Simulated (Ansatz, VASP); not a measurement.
One calculation of Fe, two programs

```
Fe
1.0
     3.52700    1.76350    1.76350
     1.76350    3.52700    1.76350
     1.76350    1.76350    3.52700
Fe
2
Direct
  0.00000 0.00000 0.00000
  0.50000 0.50000 0.50000
```

Alike in both runs: task single point; functional PBE; k mesh 11 × 11 × 11; occupations fermi-dirac, width 0.05 eV; collinear spin.

|  | VASP | Ansatz |
| --- | --- | --- |
| version | VASP 6.6.1 | Ansatz 0.2.0 |
| potentials or method | VASP PAW PBE potentials, release 64 (Fe), cutoff 520 eV | PAW, plane waves, scalar-relativistic |
| valence electrons in the cell | 16 | 32 |

|  | VASP | Ansatz | Ansatz less VASP |
| --- | --- | --- | --- |
| pressure (GPa) | -7.2 | -7.1 | +0.12 |
| traceless stress, the component that is largest in VASP (GPa) | -0.10 | -0.13 | -0.038 |
| net moment per atom (μB) | 1.22 | 1.19 | -0.023 |
| size of the moment on the site where the two differ most (μB) | 1.21 | 1.21 | +0.004 |

Site moments also hang on the region over which each program counts them. With one functional, cell and mesh, what is left measures potentials, basis and numerics. VASP's potentials hold 16 valence electrons a cell and Ansatz's 32, so a difference there can come from the potentials and not from the codes.
